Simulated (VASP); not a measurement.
# Ca (Fm-3m) in VASP: notebook, part 2 of 2

VASP 6.6.1. Earlier steps stand in the parts before.

## 3. Relaxation of cell and atoms, PBE+D3(BJ)

This run uses another cell than the first one, of 43.36 Å³/atom, 1.080 times its volume.

Contents of INCAR:

```
PREC     = Accurate       # precision mode
ENCUT    = 600            # plane-wave cutoff, eV
EDIFF    = 1E-6           # SCF threshold, eV
ISMEAR   = 0              # smearing method
SIGMA    = 0.1            # smearing width, eV
LREAL    = F              # projectors in reciprocal space
LASPH    = T              # aspherical terms in the spheres
NELM     = 60             # most SCF steps
ALGO     = Normal         # electronic algorithm
ISIF     = 3              # what is computed and relaxed
LWAVE    = F              # write WAVECAR
LCHARG   = F              # write CHGCAR
GGA      = PE             # functional
IVDW     = 12             # dispersion correction
IBRION   = 2              # ionic algorithm
NSW      = 100            # ionic steps
EDIFFG   = -0.005         # ionic threshold
```

Contents of KPOINTS:

```
regular mesh
0
Gamma
  14 14 14
```

Contents of POSCAR:

```
Ca
1.0
    0.0000000000      2.7884079385      2.7884079385
    2.7884079385      0.0000000000      2.7884079385
    2.7884079385      2.7884079385      0.0000000000
Ca
1
Direct
    0.0000000000      0.0000000000      0.0000000000
```

Potentials or basis: VASP PAW PBE potentials, release 64 (Ca_sv).

Command:

```bash
> cat potpaw_PBE.64/Ca_sv/POTCAR > POTCAR
> mpirun -np 1 vasp_std > vasp.out
```

OUTCAR:

```text
PREC = Accurate
   ENCUT = 600
   EDIFF = 1E-6
   ISMEAR = 0
   LREAL = F
   LASPH = T
   NELM = 60
   ISIF = 3
   GGA = PE
   IVDW = 12
   IBRION = 2
   NSW = 100
   EDIFFG = -0.005
 IVDW          = 12

 ion  position               nearest neighbor table
   1  0.000  0.000  0.000-

  LATTYP: Found a face centered cubic cell.
 ALAT       =     5.5768158770

  Lattice vectors:

 A1 = (   0.0000000000,   2.7884079385,   2.7884079385)
 A2 = (   2.7884079385,   0.0000000000,   2.7884079385)
 A3 = (   2.7884079385,   2.7884079385,   0.0000000000)

Analysis of symmetry for initial positions (statically):
=====================================================================
 Subroutine PRICEL returns:
 Original cell was already a primitive cell.

 Routine SETGRP: Setting up the symmetry group for a
 face centered cubic supercell.

 Subroutine GETGRP returns: Found 48 space group operations
 (whereof 48 operations were pure point group operations)
 out of a pool of 48 trial point group operations.

The static configuration has the point symmetry O_h .

Analysis of symmetry for dynamics (positions and initial velocities):
=====================================================================
 Subroutine PRICEL returns:
 Original cell was already a primitive cell.

 Routine SETGRP: Setting up the symmetry group for a
 face centered cubic supercell.

 Subroutine GETGRP returns: Found 48 space group operations
 (whereof 48 operations were pure point group operations)
 out of a pool of 48 trial point group operations.

The dynamic configuration has the point symmetry O_h .

 Subroutine INISYM returns: Found 48 space group operations
 (whereof 48 operations are pure point group operations),
 and found     1 'primitive' translations

----------------------------------------------------------------------------------------

                                     Primitive cell

  volume of cell :      43.3610

  direct lattice vectors                    reciprocal lattice vectors
     0.000000000  2.788407938  2.788407938    -0.179313792  0.179313792  0.179313792
     2.788407938  0.000000000  2.788407938     0.179313792 -0.179313792  0.179313792
     2.788407938  2.788407938  0.000000000     0.179313792  0.179313792 -0.179313792

  length of vectors
     3.943404324  3.943404324  3.943404324     0.310580598  0.310580598  0.310580598

  position of ions in fractional coordinates (direct lattice)
     0.000000000  0.000000000  0.000000000

  ion indices of the primitive-cell ions
   primitive index   ion index
                 1           1

----------------------------------------------------------------------------------------

 KPOINTS: regular mesh

Automatic generation of k-mesh.
 Grid dimensions read from file:
 generate k-points for:   14   14   14

 Generating k-lattice:

  Cartesian coordinates                     Fractional coordinates (reciprocal lattice)
    -0.012808128  0.012808128  0.012808128     0.071428571  0.000000000  0.000000000
     0.012808128 -0.012808128  0.012808128     0.000000000  0.071428571  0.000000000
     0.012808128  0.012808128 -0.012808128     0.000000000  0.000000000  0.071428571

  Length of vectors
     0.022184328  0.022184328  0.022184328

  Shift w.r.t. Gamma in fractional coordinates (k-lattice)
     0.000000000  0.000000000  0.000000000

 Subroutine IBZKPT returns following result:
 ===========================================

 Found    104 irreducible k-points:

 Following reciprocal coordinates:
            Coordinates               Weight
  0.000000  0.000000  0.000000      1.000000
  0.071429  0.000000  0.000000      8.000000
  0.142857  0.000000  0.000000      8.000000
  0.214286  0.000000  0.000000      8.000000
  0.285714  0.000000  0.000000      8.000000
  0.357143  0.000000  0.000000      8.000000
[... 16 lines left out ...]
  0.214286  0.142857  0.000000     24.000000
  0.285714  0.142857  0.000000     24.000000
 [... further k-points ...]
   k-points           NKPTS =    104   k-points in BZ     NKDIM =    104   number of bands    NBANDS=      9
   number of dos      NEDOS =    301   number of ions     NIONS =      1
   total plane-waves  NPLWV =  32768
   dimension x,y,z NGX =    32 NGY =   32 NGZ =   32
   dimension x,y,z NGXF=    64 NGYF=   64 NGZF=   64
   ions per type =               1
   NGX,Y,Z   is equivalent  to a cutoff of  13.49, 13.49, 13.49 a.u.
   NGXF,Y,Z  is equivalent  to a cutoff of  26.98, 26.98, 26.98 a.u.
 SYSTEM =  unknown system
   PREC   = accura    normal or accurate (medium, high low for compatibility)
   ISTART =      0    job   : 0-new  1-cont  2-samecut
   ICHARG =      2    charge: 1-file 2-atom 10-const
   ISPIN  =      1    spin polarized calculation?
   LNONCOLLINEAR =      F non collinear calculations
   LSORBIT =      F    spin-orbit coupling
   LASPH  =      T    aspherical Exc in radial PAW
   ENCUT  =  600.0 eV  44.10 Ry    6.64 a.u.   7.88  7.88  7.88*2*pi/ulx,y,z
   NELM   =     60;   NELMIN=  2; NELMDL= -5     # of ELM steps
   EDIFF  = 0.1E-05   stopping-criterion for ELM
   LREAL  =      F    real-space projection
   EDIFFG = -.5E-02   stopping-criterion for IOM
   NSW    =    100    number of steps for IOM
   IBRION =      2    ionic relax: 0-MD 1-quasi-New 2-CG
   NFREE  =      1    steps in history (QN), initial steepest desc. (CG)
   ISIF   =      3    stress and relaxation
   ISYM   =      2    0-nonsym 1-usesym 2-fastsym
   POTIM  = 0.5000    time-step for ionic-motion
   TEBEG  =    0.0;   TEEND  =   0.0 temperature during run
   PSTRESS=    0.0 pullay stress
   NELECT =      10.0000    total number of electrons
   NUPDOWN=      -1.0000    fix difference up-down
   EMIN   =  10.00;   EMAX   =-10.00  energy-range for DOS
   EFERMI =   0.00;   METHOD = LEGACY
   ISMEAR =     0;   SIGMA  =   0.10  broadening in eV -4-tet -1-fermi 0-gaus
   EFERMI_NEDOS =   21; number of points for ismear=-14 and -15
   IALGO  =     38    algorithm
   IMIX   =      4    mixing-type and parameters
     AMIX     =   0.40;   BMIX     =  1.00
     AMIX_MAG =   1.60;   BMIX_MAG =  1.00
  volume/ion in A,a.u.               =      43.36       292.61
  Fermi-wavevector in a.u.,A,eV,Ry     =   1.003942  1.897175 13.713299  1.007899
  Thomas-Fermi vector in A             =   2.136526
   LORBIT       =      0    0 simple, 1 ext, 2 COOP (PROOUT), +10 PAW based schemes
   GGA     = PE    functional components
   LHFCALC =     F    Hartree Fock is set to
   AEXX    =    0.0000 exact exchange contribution
   IVDW    =    12    specifies the selected vdW correction
   LEPSILON=     F    determine dielectric tensor
   LRPA    =     F    only Hartree local field effects (RPA)
 conjugate gradient relaxation of ions
 non-spin polarized calculation
 Gauss-broadening in eV      SIGMA  =   0.10
  energy-cutoff  :      600.00
  volume of cell :       43.36
 maximum number of plane-waves:      1464
   NGX = 15   NGY = 15   NGZ = 15

--------------------------------------- Ionic step        1  -------------------------------------------

 number of electron      10.0000001 magnetization

 Free energy of the ion-electron system (eV)
  ---------------------------------------------------
  ext. energy  EPLUGINS =         0.00000000
  ---------------------------------------------------
  free energy    TOTEN  =        -1.93182754 eV

  energy without entropy =       -1.92485650  energy(sigma->0) =       -1.92834202

------------------------ aborting loop because EDIFF is reached ----------------------------------------

 Edisp (eV)   -0.22377

 E8    (eV) :    -0.1131
[... 69 lines left out ...]
--------------------------------------- Ionic step        3  -------------------------------------------

 number of electron      10.0000000 magnetization

 Free energy of the ion-electron system (eV)
  ---------------------------------------------------
  ext. energy  EPLUGINS =         0.00000000
  ---------------------------------------------------
  free energy    TOTEN  =        -1.92743383 eV

  energy without entropy =       -1.92040877  energy(sigma->0) =       -1.92392130

 E-fermi :   2.1501     XC(G=0):  -7.8874

 val. band max:        2.1293855691   @ k =  -0.4286   0.1429   0.0000
 cond. band min:       2.1506938083   @ k =  -0.4286   0.2143   0.0714
 fundamental gap:      0.0213082392
 Fermi energy:         2.1501178192

 k-point     1 :       0.0000    0.0000    0.0000
  band No.  band energies     occupation
      1     -39.7489      2.00000
      2     -20.6593      2.00000
      3     -20.6593      2.00000
      4     -20.6593      2.00000
      5      -1.9551      2.00000
      6       4.5587      0.00000
      7       4.5587      0.00000
      8       4.5587      0.00000
      9       5.6914      0.00000
[... 265 lines left out ...]
 k-point    24 :       0.2857    0.1429    0.0000
  band No.  band energies     occupation
      1     -39.7387      2.00000
      2     -20.7416      2.00000
      3     -20.6819      2.00000
      4     -20.6802      2.00000
      5      -0.6949      2.00000
      6       3.5507      0.00000
      7       4.5227      0.00000
      8       4.8908      0.00000
      9       5.3483      0.00000

 [... further k-points ...]

------------------------ aborting loop because EDIFF is reached ----------------------------------------

 Edisp (eV)   -0.24081

 E8    (eV) :    -0.1214
[... 24 lines left out ...]
  FREE ENERGIE OF THE ION-ELECTRON SYSTEM (eV)
  ---------------------------------------------------
  free  energy   TOTEN  =        -2.1682468617 eV

  energy  without entropy=       -2.1612218003  energy(sigma->0) =       -2.16473433

 reached required accuracy - stopping structural energy minimisation
```

Wall time 32 s (1 thread of Intel Xeon 6975P-C (Granite Rapids), shared host); peak memory 0.23 GiB.

What came out:

* Free energy: -2.1682 eV
* Relaxed volume: 40.20 Å³/atom
* Relaxed cell: a = 3.845 Å, b = 3.845 Å, c = 3.845 Å, α = 60.00°, β = 60.00°, γ = 60.00°
* Space group after relaxing (to 0.05 Å): Fm-3m (No. 225)
* Energy gained by relaxing: 12.7 meV/atom
* Ionic steps: 3
* Pressure after relaxing: 0.0 GPa
* Band gap on the k mesh: zero (band 5 reaches 2.28 eV, above the bottom of band 6 at 2.03 eV)
* Dispersion energy per atom: -0.241 eV

Step by step:
```csv
step,energy change (eV),largest force (eV/Å),pressure (GPa),volume (Å³)
1,0.0000,0.0000,-1.24,43.36
2,-0.0111,0.0000,-0.47,41.29
3,-0.0127,0.0000,0.01,40.20
```

Final structure:
```
CELL_PARAMETERS angstrom
0.00000 2.71886 2.71886
2.71886 0.00000 2.71886
2.71886 2.71886 0.00000
ATOMIC_POSITIONS crystal
Ca 0.00000 0.00000 0.00000
```

Caveat: pairwise dispersion overbinds metals, which lowers pressure and volume.

## 4. Single point, PBE+D3(BJ)

This run uses another cell than the first one, of 43.36 Å³/atom, 1.080 times its volume.

Contents of INCAR:

```
SYSTEM = Ca
PREC = Accurate
ENCUT = 500
EDIFF = 1E-6
ISMEAR = 0
SIGMA = 0.1
LREAL = .False.
LASPH = .True.
NELM = 120
ALGO = Normal
ISIF = 2
LWAVE = .False.
LCHARG = .False.
GGA = PE
IVDW = 12
NBANDS = 11
GGA_COMPAT = .False.
```

Contents of KPOINTS:

```
regular mesh
0
Gamma
  6 6 6
  0 0 0
```

POSCAR is that of step 3.

Command:

```bash
> cat potpaw_PBE.64/Ca_sv/POTCAR > POTCAR
> mpirun -np 1 vasp_std > vasp.out
```

Wall time 11 s (1 thread of Intel Xeon 8259CL, shared host); peak memory 0.17 GiB.

It converged, with:

```yaml
Free_energy: -2.1316 eV
Pressure: -1.3 GPa
Band_gap_on_the_k_mesh: zero (band 5 reaches 1.87 eV, above the bottom of band 6 at 1.68 eV)
Dispersion_energy_per_atom: -0.224 eV
```

Levels at points of the mesh, in eV from the Fermi level:
```tsv
k point	band 1	band 2	band 3	band 4	band 5	band 6	band 7	band 8	band 9	band 10
(0.00, 0.00, 0.00)	-42.12	-23.04	-23.04	-23.04	-4.02	2.26	2.26	2.26	3.30	3.30
(0.50, 0.00, 0.00)	-42.10	-23.16	-23.05	-23.05	-1.02	-0.22	2.15	2.15	3.96	3.96
(0.50, 0.50, 0.00)	-42.10	-23.16	-23.08	-23.08	-0.47	0.55	0.87	3.95	4.14	4.14
```

Caveat: pairwise dispersion overbinds metals, which lowers pressure and volume.

## 5. Summary

```tsv
task	cell	k mesh	cutoff (eV)	gap on the mesh (eV)	pressure (GPa)
single point	a = 3.843 Å, angles 60.0°, 1 atom	14 × 14 × 14	520	none	0.0
relaxation of cell and atoms	relaxed from a = 3.943 Å, angles 60.0°, 1 atom	14 × 14 × 14	600	none	0.0
single point	a = 3.943 Å, angles 60.0°, 1 atom	6 × 6 × 6	500	none	-1.3
```

Alike in all rows: level PBE+D3(BJ); potentials or basis VASP PAW PBE potentials, release 64 (Ca_sv); no spin polarisation; smearing gaussian 0.1 eV.

Caveats: pairwise dispersion overbinds metals, which lowers pressure and volume.

Total energies depend on the potentials used, so only differences within one code and one set of settings carry meaning.
